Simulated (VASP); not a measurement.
# Si62N (a cell with a defect) in VASP: single point with PBEsol

Aim: the single point of Si62N (a cell with a defect) with PBEsol.

All numbers are computed with VASP 6.6.1; they aren't measurements. Logs are shortened: lines on timing, memory, paths and dates and some standing lists are left out, and cuts for length are marked.

## 1. The cell of the first run

The cell holds a defect, 63 atoms: a = 10.866 Å, b = 10.866 Å, c = 10.866 Å, α = 90.00°, β = 90.00°, γ = 90.00°.

## 2. Single point, PBEsol

The input, INCAR:

```
SYSTEM = Si62N
ALGO = Normal ; EDIFF = 1E-7
ENCUT = 520 ; GGA = PS
ISIF = 2 ; ISMEAR = -1
ISYM = 0 ; LASPH = .TRUE.
LCHARG = .TRUE. ; LELF = .TRUE.
LREAL = Auto ; LVHAR = .TRUE.
LWAVE = .FALSE. ; NBANDS = 164
NELECT = 254.0 ; NELM = 60
PREC = Accurate ; SIGMA = 0.05
```

The input, KPOINTS:

```
Automatic mesh
0
Gamma
  1 1 1
  0.25 0.25 0.25
```

The input, POSCAR:

```
Si62N
1.0
   10.8655790000      0.0000000000      0.0000000000
    0.0000000000     10.8655790000      0.0000000000
    0.0000000000      0.0000000000     10.8655790000
Si N
62 1
Direct
    0.0021540000      0.0017290000      0.9975580000
    0.0015730000      0.0012930000      0.4993940000
    0.9995560000      0.4997960000      0.9990550000
    0.9945100000      0.5037530000      0.5018330000
    0.5000400000      0.9990070000      0.9986680000
    0.5035320000      0.9947750000      0.5014760000
    0.4961220000      0.4959250000      0.0075780000
    0.1250550000      0.1250020000      0.1254400000
    0.1270210000      0.1273050000      0.6251460000
    0.1298270000      0.6252840000      0.1228950000
    0.1257530000      0.6258910000      0.6261860000
    0.6250980000      0.1297610000      0.1226420000
    0.6259370000      0.1255730000      0.6261100000
    0.6257350000      0.6256330000      0.1266000000
    0.2481790000      0.2479670000      0.9954810000
    0.2502780000      0.2506160000      0.4970030000
    0.2554100000      0.7497660000      0.9952880000
    0.2634640000      0.7379440000      0.5020830000
    0.7499420000      0.2550910000      0.9957380000
    0.7380130000      0.2632870000      0.5020850000
    0.7547540000      0.7545010000      0.0079970000
    0.7438240000      0.7454860000      0.5054320000
    0.3691080000      0.3693370000      0.1282520000
    0.3877350000      0.3876090000      0.5945570000
    0.3785030000      0.8687780000      0.1286820000
    0.3961630000      0.8550630000      0.6293520000
    0.8689760000      0.3784210000      0.1289370000
    0.8550020000      0.3960260000      0.6295560000
    0.8804880000      0.8804280000      0.1299510000
    0.8745230000      0.8745480000      0.6214040000
    0.2503810000      0.9957870000      0.2488910000
    0.2589600000      0.9935130000      0.7457160000
    0.2486000000      0.4975060000      0.2533930000
    0.2602420000      0.5002760000      0.7401960000
    0.7493940000      0.0052180000      0.2495550000
    0.7530730000      0.0002500000      0.7494670000
    0.7402600000      0.5013160000      0.2608680000
    0.7192280000      0.5370800000      0.7536320000
    0.3743310000      0.1190460000      0.3766900000
    0.3772670000      0.1276230000      0.8687240000
    0.3901990000      0.5942050000      0.3894550000
    0.3841740000      0.6220310000      0.8725060000
    0.8696210000      0.1320890000      0.3787160000
    0.8763480000      0.1286680000      0.8734680000
    0.8726830000      0.6306020000      0.3752310000
    0.8733300000      0.6302580000      0.8768700000
    0.9959340000      0.2503230000      0.2491180000
    0.9933670000      0.2591020000      0.7460720000
    0.0046590000      0.7492260000      0.2501320000
    0.0000390000      0.7526940000      0.7493930000
    0.4971320000      0.2484570000      0.2532320000
    0.5003030000      0.2599440000      0.7401630000
    0.5014120000      0.7402900000      0.2607590000
    0.5386480000      0.7188580000      0.7523630000
    0.1188680000      0.3748380000      0.3766430000
    0.1279820000      0.3771710000      0.8687700000
    0.1322900000      0.8693970000      0.3785730000
    0.1288060000      0.8760960000      0.8730580000
    0.5942240000      0.3898120000      0.3892570000
    0.6221170000      0.3830930000      0.8731490000
    0.6304700000      0.8737900000      0.3741420000
    0.6308860000      0.8729510000      0.8764660000
    0.4699910000      0.4697250000      0.4715460000
```

Potentials or basis: VASP PAW PBE potentials, release 64 (Si, N).

The run is started by

```console
$ cat potpaw_PBE.64/Si/POTCAR potpaw_PBE.64/N/POTCAR > POTCAR
$ mpirun -np 1 vasp_std > vasp.out
```

OUTCAR:

```text
SYSTEM = Si62N
   EDIFF = 1E-7
   ENCUT = 520
   GGA = PS
   ISIF = 2
   ISMEAR = -1
   ISYM = 0
   LASPH = .TRUE.
   LREAL = Auto
   NELECT = 254.0
   NELM = 60
   PREC = Accurate

 ion  position               nearest neighbor table
   1  0.002  0.002  0.998-   8 2.35  29 2.36  58 2.36  44 2.36
   2  0.002  0.001  0.499-  30 2.36   9 2.37  57 2.41  43 2.41
   3  1.000  0.500  0.999-  46 2.38  10 2.38  56 2.39  27 2.40
   4  0.995  0.504  0.502-  45 2.35  28 2.37  11 2.37  55 2.37
   5  0.500  0.999  0.999-  62 2.38  12 2.38  40 2.39  25 2.40
   6  0.504  0.995  0.501-  61 2.35  26 2.37  13 2.37  39 2.37
[... 13 lines left out ...]
  20  0.738  0.263  0.502-  13 2.35  28 2.37  59 2.42  43 2.42
  21  0.755  0.755  0.008-  29 2.34  62 2.35  46 2.35  14 2.36
  22  0.744  0.745  0.505-  61 2.34  45 2.35  30 2.36
  23  0.369  0.369  0.128-  33 2.35  51 2.35   7 2.35  15 2.36
  24  0.388  0.388  0.595-  63 1.84  16 2.36  34 2.43  52 2.43
  25  0.379  0.869  0.129-  31 2.36  17 2.36   5 2.40  53 2.41
  26  0.396  0.855  0.629-   6 2.37  18 2.37  32 2.47  54 2.52
  27  0.869  0.378  0.129-  47 2.35  19 2.36   3 2.40  37 2.41
  28  0.855  0.396  0.630-   4 2.37  20 2.37  48 2.47  38 2.52
[... 10 lines left out ...]
  39  0.374  0.119  0.377-  31 2.35  51 2.36  16 2.36   6 2.37
  40  0.377  0.128  0.869-  32 2.36  15 2.36   5 2.39  52 2.41
  41  0.390  0.594  0.389-  63 1.84  33 2.38  18 2.42  53 2.44  59 3.14
  42  0.384  0.622  0.873-   7 2.35  54 2.37  34 2.37  17 2.38
  43  0.870  0.132  0.379-  47 2.35  35 2.36   2 2.41  20 2.42
  44  0.876  0.129  0.873-  19 2.35  48 2.35  36 2.36   1 2.36
  45  0.873  0.631  0.375-  22 2.35   4 2.35  49 2.36  37 2.36
  46  0.873  0.630  0.877-  21 2.35  50 2.36  38 2.37   3 2.38
  47  0.996  0.250  0.249-  43 2.35  55 2.35  27 2.35   8 2.37
[... 9 lines left out ...]
  57  0.132  0.869  0.379-  31 2.35  49 2.36   2 2.41  18 2.42
  58  0.129  0.876  0.873-  17 2.35  32 2.35  50 2.36   1 2.36
  59  0.594  0.390  0.389-  63 1.84  51 2.38  20 2.42  37 2.44  41 3.14
  60  0.622  0.383  0.873-   7 2.35  38 2.37  52 2.37  19 2.37
  61  0.630  0.874  0.374-  22 2.34  35 2.35   6 2.35  53 2.36
  62  0.631  0.873  0.876-  21 2.35  36 2.36  54 2.37   5 2.38
  63  0.470  0.470  0.472-  59 1.84  41 1.84  24 1.84

IMPORTANT INFORMATION: All symmetrisations will be switched off!
NOSYMM: (Re-)initialisation of all symmetry stuff for point group C_1.

----------------------------------------------------------------------------------------

                                     Primitive cell

  volume of cell :    1282.7990

  direct lattice vectors                    reciprocal lattice vectors
    10.865579000  0.000000000  0.000000000     0.092033752  0.000000000  0.000000000
     0.000000000 10.865579000  0.000000000     0.000000000  0.092033752  0.000000000
     0.000000000  0.000000000 10.865579000     0.000000000  0.000000000  0.092033752

  length of vectors
    10.865579000 10.865579000 10.865579000     0.092033752  0.092033752  0.092033752

  position of ions in fractional coordinates (direct lattice)
     0.002154000  0.001729000  0.997558000
     0.001573000  0.001293000  0.499394000
     0.999556000  0.499796000  0.999055000
     0.994510000  0.503753000  0.501833000
     0.500040000  0.999007000  0.998668000
     0.503532000  0.994775000  0.501476000
[... 55 lines left out ...]
     0.630886000  0.872951000  0.876466000
     0.469991000  0.469725000  0.471546000

  ion indices of the primitive-cell ions
   primitive index   ion index
                 1           1
                 2           2
                 3           3
                 4           4
                 5           5
                 6           6
[... 55 lines left out ...]
                62          62
                63          63

----------------------------------------------------------------------------------------

 KPOINTS: Automatic mesh

Automatic generation of k-mesh.
 Grid dimensions read from file:
 generate k-points for:    1    1    1

 Generating k-lattice:

  Cartesian coordinates                     Fractional coordinates (reciprocal lattice)
     0.092033752  0.000000000  0.000000000     1.000000000  0.000000000  0.000000000
     0.000000000  0.092033752  0.000000000     0.000000000  1.000000000  0.000000000
     0.000000000  0.000000000  0.092033752     0.000000000  0.000000000  1.000000000

  Length of vectors
     0.092033752  0.092033752  0.092033752

  Shift w.r.t. Gamma in fractional coordinates (k-lattice)
     0.250000000  0.250000000  0.250000000

 Subroutine IBZKPT returns following result:
 ===========================================

 Found      4 irreducible k-points:

 Following reciprocal coordinates:
            Coordinates               Weight
  0.250000  0.250000  0.250000      2.000000
 -0.250000  0.250000  0.250000      2.000000
 -0.250000 -0.250000  0.250000      2.000000
  0.250000 -0.250000  0.250000      2.000000
   k-points           NKPTS =      4   k-points in BZ     NKDIM =      4   number of bands    NBANDS=    164
   number of dos      NEDOS =    301   number of ions     NIONS =     63
   total plane-waves  NPLWV = 592704
   dimension x,y,z NGX =    84 NGY =   84 NGZ =   84
   dimension x,y,z NGXF=   168 NGYF=  168 NGZF=  168
   ions per type =              62   1
   NGX,Y,Z   is equivalent  to a cutoff of  12.85, 12.85, 12.85 a.u.
   NGXF,Y,Z  is equivalent  to a cutoff of  25.70, 25.70, 25.70 a.u.
 SYSTEM =  Si62N
   PREC   = accura    normal or accurate (medium, high low for compatibility)
   ISTART =      0    job   : 0-new  1-cont  2-samecut
   ICHARG =      2    charge: 1-file 2-atom 10-const
   ISPIN  =      1    spin polarized calculation?
   LNONCOLLINEAR =      F non collinear calculations
   LSORBIT =      F    spin-orbit coupling
   LASPH  =      T    aspherical Exc in radial PAW
   ENCUT  =  520.0 eV  38.22 Ry    6.18 a.u.  20.20 20.20 20.20*2*pi/ulx,y,z
   NELM   =     60;   NELMIN=  2; NELMDL= -5     # of ELM steps
   EDIFF  = 0.1E-06   stopping-criterion for ELM
   LREAL  =      T    real-space projection
   EDIFFG = 0.1E-05   stopping-criterion for IOM
   NSW    =      0    number of steps for IOM
   IBRION =     -1    ionic relax: 0-MD 1-quasi-New 2-CG
   NFREE  =      0    steps in history (QN), initial steepest desc. (CG)
   ISIF   =      2    stress and relaxation
   ISYM   =      0    0-nonsym 1-usesym 2-fastsym
   POTIM  = 0.5000    time-step for ionic-motion
   TEBEG  =    0.0;   TEEND  =   0.0 temperature during run
   PSTRESS=    0.0 pullay stress
   NELECT =     254.0000    total number of electrons
   NUPDOWN=      -1.0000    fix difference up-down
   EMIN   =  10.00;   EMAX   =-10.00  energy-range for DOS
   EFERMI =   0.00;   METHOD = LEGACY
   ISMEAR =    -1;   SIGMA  =   0.05  broadening in eV -4-tet -1-fermi 0-gaus
   EFERMI_NEDOS =   21; number of points for ismear=-14 and -15
   IALGO  =     38    algorithm
   IMIX   =      4    mixing-type and parameters
     AMIX     =   0.40;   BMIX     =  1.00
     AMIX_MAG =   1.60;   BMIX_MAG =  1.00
  volume/ion in A,a.u.               =      20.36       137.41
  Fermi-wavevector in a.u.,A,eV,Ry     =   0.954186  1.803151 12.387718  0.910472
  Thomas-Fermi vector in A             =   2.082910
   LORBIT       =      0    0 simple, 1 ext, 2 COOP (PROOUT), +10 PAW based schemes
   GGA     = PS    functional components
   LHFCALC =     F    Hartree Fock is set to
   AEXX    =    0.0000 exact exchange contribution
   IVDW    =     0    specifies the selected vdW correction
   LEPSILON=     F    determine dielectric tensor
   LRPA    =     F    only Hartree local field effects (RPA)
 non-spin polarized calculation
  energy-cutoff  :      520.00
  volume of cell :     1282.80
 maximum number of plane-waves:     34484
 NGX is ok and might be reduce to    84
   NGX = 41   NGY = 41   NGZ = 41

 number of electron     253.9999996 magnetization

 Free energy of the ion-electron system (eV)
  ---------------------------------------------------
  ext. energy  EPLUGINS =         0.00000000
  ---------------------------------------------------
  free energy    TOTEN  =      -356.13629425 eV

  energy without entropy =     -356.09764535  energy(sigma->0) =     -356.11696980

 E-fermi :   5.8964     XC(G=0):  -9.4859

 val. band max:        5.8508119419   @ k =   0.2500   0.2500   0.2500
 cond. band min:       5.9760633862   @ k =  -0.2500   0.2500   0.2500
 fundamental gap:      0.1252514443
 Fermi energy:         5.8964157169

 k-point     1 :       0.2500    0.2500    0.2500
  band No.  band energies     occupation
      1     -10.6016      2.00000
      2      -6.0758      2.00000
      3      -5.6071      2.00000
      4      -5.5907      2.00000
      5      -5.4916      2.00000
      6      -5.0939      2.00000
[... 131 lines left out ...]
    138       7.3135      0.00000
    139       7.3689      0.00000

 k-point     2 :      -0.2500    0.2500    0.2500
  band No.  band energies     occupation
      1     -10.6016      2.00000
      2      -6.0837      2.00000
      3      -5.6037      2.00000
      4      -5.5785      2.00000
      5      -5.4680      2.00000
      6      -5.0935      2.00000
[... 131 lines left out ...]
    138       7.3400      0.00000
    139       7.3727      0.00000

 k-point     3 :      -0.2500   -0.2500    0.2500
  band No.  band energies     occupation
      1     -10.6016      2.00000
      2      -6.0842      2.00000
      3      -5.5911      2.00000
      4      -5.5891      2.00000
      5      -5.4666      2.00000
      6      -5.0892      2.00000
[... 131 lines left out ...]
    138       7.3048      0.00000
    139       7.3688      0.00000

 k-point     4 :       0.2500   -0.2500    0.2500
  band No.  band energies     occupation
      1     -10.6016      2.00000
      2      -6.0837      2.00000
      3      -5.6032      2.00000
      4      -5.5782      2.00000
      5      -5.4686      2.00000
      6      -5.0932      2.00000
[... 131 lines left out ...]
    138       7.3410      0.00000
    139       7.3713      0.00000
 [bands above 139 left out]

------------------------ aborting loop because EDIFF is reached ----------------------------------------

  FORCE on cell =-STRESS in cart. coord.  units (eV):
  Direction    XX          YY          ZZ          XY          YZ          ZX
  --------------------------------------------------------------------------------------
  -------------------------------------------------------------------------------------
  Total      -12.0446340    -11.7514839     -5.6899306     11.2169058      3.6567998      4.0578043
  in kB      -15.0433850    -14.6772493     -7.1065518     14.0095773      4.5672328      5.0680752
  external PRESSURE =     -12.2757287 kB  Pullay stress =       0.0000000 kB

 VOLUME and BASIS-vectors are now :
 -----------------------------------------------------------------------------
  energy-cutoff  :      520.00
  volume of cell :     1282.80
      direct lattice vectors                 reciprocal lattice vectors
    10.865579000  0.000000000  0.000000000     0.092033752  0.000000000  0.000000000
     0.000000000 10.865579000  0.000000000     0.000000000  0.092033752  0.000000000
     0.000000000  0.000000000 10.865579000     0.000000000  0.000000000  0.092033752

 POSITION                                       TOTAL-FORCE (eV/Angst)
 -----------------------------------------------------------------------------------
      0.02340      0.01879     10.83905         0.010270      0.019187      0.023451
      0.01709      0.01405      5.42620         0.050342      0.055350      0.048942
     10.86075      5.43057     10.85531         0.043893      0.131700      0.044955
     10.80593      5.47357      5.45271         0.033519     -0.000479      0.010319
      5.43322     10.85479     10.85111         0.135026      0.048800      0.045900
      5.47117     10.80881      5.44883         0.001238      0.030836      0.013615
[... 55 lines left out ...]
      6.85494      9.48512      9.52331        -0.006860     -0.053783     -0.008414
      5.10672      5.10383      5.12362         0.064537      0.071431     -0.015205
 -----------------------------------------------------------------------------------
    total drift:                               -0.005979     -0.006022     -0.015578

  FREE ENERGIE OF THE ION-ELECTRON SYSTEM (eV)
  ---------------------------------------------------
  free  energy   TOTEN  =      -356.1362942470 eV

  energy  without entropy=     -356.0976453463  energy(sigma->0) =     -356.11696980
```

Wall time 46 min (1 thread of AMD EPYC 9R14 (Zen 4), shared host); peak memory 1.3 GiB.

What came out:

* Free energy: -356.1363 eV
* Largest force: 0.354 eV/Å

Forces on the atoms (eV/Å):
```
Si   0.010  0.019  0.023
Si   0.050  0.055  0.049
Si   0.044  0.132  0.045
Si   0.034  0.000  0.010
Si   0.135  0.049  0.046
Si   0.001  0.031  0.014
Si   0.053  0.055 -0.027
Si  -0.032 -0.032 -0.035
Si  -0.049 -0.051  0.148
Si  -0.079  0.030 -0.057
Si  -0.050 -0.037 -0.040
Si   0.011 -0.079 -0.054
Si  -0.035 -0.051 -0.039
Si  -0.047 -0.048 -0.046
Si   0.023  0.025  0.040
Si   0.011  0.011 -0.033
Si   0.026 -0.118  0.057
Si   0.031  0.005  0.101
Si  -0.099  0.020  0.060
Si   0.007  0.033  0.101
Si   0.053  0.050  0.029
Si  -0.006 -0.039  0.246
Si   0.001 -0.008 -0.074
Si  -0.014 -0.013  0.025
Si  -0.082 -0.016 -0.048
Si   0.011  0.027  0.200
Si  -0.018 -0.080 -0.048
Si   0.024  0.003  0.196
Si  -0.026 -0.030  0.010
Si  -0.038 -0.036 -0.059
Si   0.032  0.061  0.021
Si   0.037  0.009 -0.168
Si   0.021  0.018  0.007
Si   0.048  0.073  0.001
Si   0.060  0.010  0.012
Si   0.003  0.060  0.056
Si  -0.015  0.086  0.004
Si   0.163 -0.065 -0.305
Si  -0.016 -0.024 -0.010
Si  -0.077 -0.029 -0.039
Si  -0.113 -0.018 -0.068
Si  -0.077  0.027  0.012
Si  -0.047 -0.027 -0.035
Si   0.011 -0.020 -0.001
Si  -0.055 -0.028  0.103
Si  -0.052  0.001 -0.006
Si   0.062  0.030  0.014
Si   0.018  0.029 -0.171
Si   0.014  0.043  0.009
Si   0.061  0.006  0.059
Si   0.022  0.020  0.005
Si   0.073  0.043  0.006
Si   0.086 -0.014  0.000
Si  -0.087  0.156 -0.306
Si  -0.025 -0.020 -0.001
Si  -0.032 -0.075 -0.038
Si  -0.033 -0.044 -0.032
Si  -0.022  0.008  0.002
Si  -0.016 -0.113 -0.067
Si   0.007 -0.066  0.003
Si  -0.056 -0.061  0.116
Si  -0.007 -0.054 -0.008
N    0.065  0.071 -0.015
```

Caveat: the cell carries a net charge on a neutralising background, which shifts energy and pressure; the cell is charged against a uniform background, so pressure and absolute levels hang on convention; the PAW data sets were made with another functional, which shifts forces and pressure a little.
